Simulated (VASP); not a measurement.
## Gd: single point with PBE

Crystal: Gd.

```
CELL_PARAMETERS angstrom
0.00000 2.45588 2.45588
2.45588 0.00000 2.45588
2.45588 2.45588 0.00000
ATOMIC_POSITIONS crystal
Gd 0.00000 0.00000 0.00000
```

This cell differs from its parent crystal: volume scaled by 0.9.

```json
{
  "Program": "VASP 6.6.1",
  "Task": "single point",
  "Functional": "PBE",
  "Potentials or basis": "VASP PAW PBE potentials, release 64 (Gd)",
  "Cutoff": "520 eV",
  "k mesh": "13 × 13 × 13",
  "Occupations": "fermi-dirac, width 0.05 eV",
  "Spin": "collinear spin, ferromagnetic start",
  "Starting moments": "[7.0] μB"
}
```

```yaml
Pressure: 4.1 GPa
Net_moment: 7.36 μB per cell
Site_moments: Gd +6.91 μB
Valence_electrons_inside_the_program's_atomic_spheres: Gd 15.26
```

Levels at points of the mesh, in eV from the Fermi level:
Spin up:
| k point | band 9 | band 10 | band 11 | band 12 | band 13 | band 14 | band 15 | band 16 | band 17 | band 18 |
| --- | --- | --- | --- | --- | --- | --- | --- | --- | --- | --- |
| (0.00, 0.00, 0.00) | -4.68 | -4.54 | -4.54 | -4.54 | 1.45 | 1.45 | 1.45 | 4.01 | 4.01 | 9.49 |
Spin down:
```tsv
k point	band 3	band 4	band 5	band 6	band 7	band 8
(0.00, 0.00, 0.00)	-19.66	-19.66	-4.43	0.37	0.62	0.62
```

Run time: 3.8 min on 1 thread of Intel Xeon 6975P-C (shared host), peak memory 0.24 GiB.

Caveat: spin-orbit coupling is left out, which moves the levels of the heavy elements. The state reached can hang on the start; a lower one may exist.
